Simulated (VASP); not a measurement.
# AlIn2 in VASP: a series of runs, part 2 of 2

VASP 6.6.1. Earlier steps stand in the parts before.

**4. Single point, PBE**

This run uses another cell than the first one, of 24.36 Å³/atom.

File INCAR:

```
SYSTEM = AlIn2
  PREC = Accurate
  ENCUT = 520
  EDIFF = 1E-6
  ISMEAR = 0
  SIGMA = 0.1
  LREAL = .False.
  LASPH = .True.
  NELM = 100
  ALGO = Fast
  ISIF = 2
  LWAVE = .False.
  LCHARG = .False.
  GGA = PE
  NBANDS = 38
```

File KPOINTS:

```
Automatic mesh
0
Gamma
  8 8 8
  0 0 0
```

File POSCAR:

```
AlIn2
1.0
    0.0000000000      5.2056011742      5.1843525573
    2.7080442033      0.0000000000      5.1843525573
    2.7080442033      5.2056011742      0.0000000000
Al In
2 4
Direct
    0.2500000000      0.2500000000      0.2500000000
    0.7500000000      0.7500000000      0.7500000000
    0.6542510281      0.3457489719      0.6542510281
    0.8453364037      0.8453364037      0.1546635963
    0.1546635963      0.1546635963      0.8453364037
    0.3457489719      0.6542510281      0.3457489719
```

Potentials or basis: VASP PAW PBE potentials, release 64 (Al, In_d).

On the command line:

```bash
cat potpaw_PBE.64/Al/POTCAR potpaw_PBE.64/In_d/POTCAR > POTCAR
mpirun -np 1 vasp_std > vasp.out
```

OUTCAR:

```text
SYSTEM = AlIn2
   PREC = Accurate
   ENCUT = 520
   EDIFF = 1E-6
   ISMEAR = 0
   LREAL = .False.
   LASPH = .True.
   NELM = 100
   ISIF = 2
   GGA = PE

 ion  position               nearest neighbor table
   1  0.250  0.250  0.250-   2 2.71   2 2.71   6 3.09   6 3.09   3 3.09   3 3.09   5 3.10   5 3.10
                             4 3.10   4 3.10
   2  0.750  0.750  0.750-   1 2.71   1 2.71   6 3.09   3 3.09   6 3.09   3 3.09   5 3.10   4 3.10
                             4 3.10   5 3.10
   3  0.654  0.346  0.654-   1 3.09   1 3.09   2 3.09   2 3.09   6 3.21   6 3.36   6 3.36   5 3.53
                             5 3.53   4 3.53   4 3.53   4 3.92   5 3.92   4 3.94   5 3.94
   4  0.845  0.845  0.155-   2 3.10   2 3.10   1 3.10   1 3.10   5 3.21   5 3.35   5 3.35   6 3.53
                             3 3.53   6 3.53   3 3.53   3 3.92   6 3.92   3 3.94   6 3.94
   5  0.155  0.155  0.845-   2 3.10   2 3.10   1 3.10   1 3.10   4 3.21   4 3.35   4 3.35   3 3.53
                             6 3.53   3 3.53   6 3.53   6 3.92   3 3.92   6 3.94   3 3.94
   6  0.346  0.654  0.346-   1 3.09   1 3.09   2 3.09   2 3.09   3 3.21   3 3.36   3 3.36   4 3.53
                             5 3.53   4 3.53   5 3.53   4 3.92   5 3.92   5 3.94   4 3.94

  LATTYP: Found a face centered orthorhombic cell.
 ALAT       =     5.4160884066
 B/A-ratio  =     1.9144268587
 C/A-ratio  =     1.9222733395

  Lattice vectors:

 A1 = (  -0.0000000000,   5.2056011742,   5.1843525573)
 A2 = (  -2.7080442033,   5.2056011742,   0.0000000000)
 A3 = (  -2.7080442033,   0.0000000000,   5.1843525573)

Analysis of symmetry for initial positions (statically):
=====================================================================
 Subroutine PRICEL returns:
 Original cell was already a primitive cell.

 Routine SETGRP: Setting up the symmetry group for a
 face centered orthorhombic supercell.

 Subroutine GETGRP returns: Found  8 space group operations
 (whereof  8 operations were pure point group operations)
 out of a pool of  8 trial point group operations.

The static configuration has the point symmetry D_2h.

Analysis of symmetry for dynamics (positions and initial velocities):
=====================================================================
 Subroutine PRICEL returns:
[... 140 lines left out ...]
  Thomas-Fermi vector in A             =   2.338770
   LORBIT       =      0    0 simple, 1 ext, 2 COOP (PROOUT), +10 PAW based schemes
   GGA     = PE    functional components
   LHFCALC =     F    Hartree Fock is set to
   AEXX    =    0.0000 exact exchange contribution
   IVDW    =     0    specifies the selected vdW correction
   LEPSILON=     F    determine dielectric tensor
   LRPA    =     F    only Hartree local field effects (RPA)
 non-spin polarized calculation
 RMM-DIIS sequential band-by-band and
 Gauss-broadening in eV      SIGMA  =   0.10
  energy-cutoff  :      520.00
  volume of cell :      146.17
 maximum number of plane-waves:      3986
   NGX = 27   NGY = 21   NGZ = 21

 number of electron      58.0000000 magnetization

 Free energy of the ion-electron system (eV)
  ---------------------------------------------------
  ext. energy  EPLUGINS =         0.00000000
  ---------------------------------------------------
  free energy    TOTEN  =       -17.25477887 eV

  energy without entropy =      -17.24199500  energy(sigma->0) =      -17.24838694

 E-fermi :   6.9582     XC(G=0):  -9.9768

 val. band max:        6.9518647028   @ k =   0.3750  -0.2500   0.2500
 cond. band min:       6.9670453094   @ k =   0.3750  -0.2500   0.1250
 fundamental gap:      0.0151806066
 Fermi energy:         6.9581621394

 k-point     1 :       0.0000    0.0000    0.0000
  band No.  band energies     occupation
      1      -7.6194      2.00000
      2      -7.5841      2.00000
      3      -7.5659      2.00000
      4      -7.5659      2.00000
      5      -7.5308      2.00000
      6      -7.5307      2.00000
[... 973 lines left out ...]
     37      11.5666      0.00000
     38      11.9465      0.00000

 [... further k-points ...]
[... 5 lines left out ...]
  --------------------------------------------------------------------------------------
  -------------------------------------------------------------------------------------
  Total       -0.0284990     -0.0855162     -0.0584202      0.0000000      0.0000000      0.0000000
  in kB       -0.3123839     -0.9373625     -0.6403577      0.0000000      0.0000000      0.0000000
  external PRESSURE =      -0.6300347 kB  Pullay stress =       0.0000000 kB

 VOLUME and BASIS-vectors are now :
 -----------------------------------------------------------------------------
  energy-cutoff  :      520.00
  volume of cell :      146.17
      direct lattice vectors                 reciprocal lattice vectors
     0.000000000  5.205601174  5.184352557    -0.184635095  0.096050386  0.096444058
     2.708044203  0.000000000  5.184352557     0.184635095 -0.096050386  0.096444058
     2.708044203  5.205601174  0.000000000     0.184635095  0.096050386 -0.096444058

 POSITION                                       TOTAL-FORCE (eV/Angst)
 -----------------------------------------------------------------------------------
      1.35402      2.60280      2.59218         0.000000      0.000000     -0.000000
      4.06207      7.80840      7.77653         0.000000     -0.000000     -0.000000
      2.70804      6.81154      5.18435         0.000000      0.001984     -0.000000
      2.70804      5.20560      8.76504        -0.000000      0.000000     -0.001803
      2.70804      5.20560      1.60366         0.000000      0.000000      0.001803
      2.70804      3.59966      5.18435         0.000000     -0.001984     -0.000000
 -----------------------------------------------------------------------------------
    total drift:                               -0.000000     -0.000000      0.000000

  FREE ENERGIE OF THE ION-ELECTRON SYSTEM (eV)
  ---------------------------------------------------
  free  energy   TOTEN  =       -17.2547788742 eV

  energy  without entropy=      -17.2419950030  energy(sigma->0) =      -17.24838694
```

OSZICAR:

```text
N       E                     dE             d eps       ncg     rms          rms(c)
DAV:   1     0.534730488762E+03    0.53473E+03   -0.26828E+04  7220   0.190E+03
DAV:   2     0.371301712486E+02   -0.49760E+03   -0.48788E+03  7220   0.464E+02
DAV:   3    -0.153691394557E+02   -0.52499E+02   -0.51397E+02  8284   0.172E+02
DAV:   4    -0.174859737611E+02   -0.21168E+01   -0.21093E+01  8688   0.374E+01
DAV:   5    -0.175847263313E+02   -0.98753E-01   -0.98741E-01 10978   0.657E+00    0.530E+00
RMM:   6    -0.172886562700E+02    0.29607E+00   -0.51356E-01  8113   0.551E+00    0.281E+00
RMM:   7    -0.172582855282E+02    0.30371E-01   -0.20246E-01  8848   0.239E+00    0.779E-01
RMM:   8    -0.172533159744E+02    0.49696E-02   -0.27877E-02  8918   0.179E+00    0.151E-01
RMM:   9    -0.172543919761E+02   -0.10760E-02   -0.14835E-02 10348   0.721E-01    0.213E-01
RMM:  10    -0.172547205951E+02   -0.32862E-03   -0.38999E-03 11845   0.443E-01    0.185E-01
RMM:  11    -0.172547711024E+02   -0.50507E-04   -0.67437E-04 12038   0.154E-01    0.371E-02
RMM:  12    -0.172547784334E+02   -0.73310E-05   -0.13505E-04 11137   0.812E-02    0.370E-02
RMM:  13    -0.172547797410E+02   -0.13076E-05   -0.46786E-05 11950   0.407E-02    0.164E-02
RMM:  14    -0.172547788742E+02    0.86678E-06   -0.90381E-06  8358   0.265E-02
   1 F= -.17254779E+02 E0= -.17248387E+02  d E =-.127839E-01
```

stdout:

```text
POSCAR found type information on POSCAR AlIn
 POSCAR found :  2 types and       6 ions
 scaLAPACK will be used
 LDA part: xc-table for (Slater+PW92), standard interpolation
 POSCAR, INCAR and KPOINTS ok, starting setup
 FFT: planning ... GRIDC
 FFT: planning ... GRID_SOFT
 FFT: planning ... GRID
 WAVECAR not read
 entering main loop
```

Run time: 8.5 min. Hardware: 1 thread of AMD EPYC 9R45 (Zen 5), shared host; peak memory 0.59 GiB.

What came out:

```yaml
Free_energy: -17.2548 eV
Pressure: -0.1 GPa
Band_gap_on_the_k_mesh: zero (bands 29 and 30 overlap by 2.88 eV)
```

Levels at points of the mesh, in eV from the Fermi level:
| k point | band 25 | band 26 | band 27 | band 28 | band 29 | band 30 | band 31 | band 32 | band 33 | band 34 |
| --- | --- | --- | --- | --- | --- | --- | --- | --- | --- | --- |
| (0.00, 0.00, 0.00) | -3.67 | -2.68 | -1.37 | -1.23 | -1.21 | -0.88 | -0.88 | -0.38 | 0.28 | 1.75 |
| (0.50, 0.00, 0.00) | -4.29 | -4.27 | -1.34 | -1.34 | 1.06 | 1.11 | 1.44 | 1.48 | 2.72 | 2.74 |
| (0.50, 0.50, 0.00) | -2.62 | -2.60 | -2.52 | -2.00 | -1.56 | -1.35 | 2.45 | 2.96 | 2.97 | 3.00 |
| (0.50, 0.00, 0.50) | -2.59 | -2.58 | -2.49 | -1.98 | -1.54 | -1.32 | 2.42 | 2.92 | 2.92 | 2.98 |
| (0.00, 0.50, 0.50) | -4.46 | -3.93 | 0.41 | 1.51 | 1.53 | 2.01 | 2.01 | 2.05 | 2.12 | 2.19 |

Caveat: spin-orbit coupling is left out, which moves the levels of the heavy elements.

**5. Overview**

```tsv
task	cell	k mesh	cutoff (eV)	gap on the mesh (eV)	pressure (GPa)
relaxation of cell and atoms	relaxed from a = 5.363 Å, angles 105.0, 105.0, 118.9°, 6 atoms, atomic positions A	4 × 4 × 4	600	none	0.0
single point	a = 5.857 Å, angles 102.4, 102.4, 124.9°, 6 atoms, atomic positions B	8 × 8 × 8	520	none	0.0
single point	a = 7.347, b = 5.849, c = 5.868 Å, angles 77.7, 51.1, 51.3°, 6 atoms, atomic positions C	8 × 8 × 8	520	none	-0.1
```

Alike in all rows: level PBE; potentials or basis VASP PAW PBE potentials, release 64 (Al, In_d); no spin polarisation; smearing gaussian 0.1 eV.

Caveats: some runs use coarse meshes; spin-orbit coupling is left out, which moves the levels of the heavy elements; the volume moved by over 15 % at a fixed basis, so the end points are rough (at least some runs).

Total energies depend on the potentials used, so only differences within one code and one set of settings carry meaning.

The gap in the log of VASP goes by the Fermi energy; the results here count the filled bands.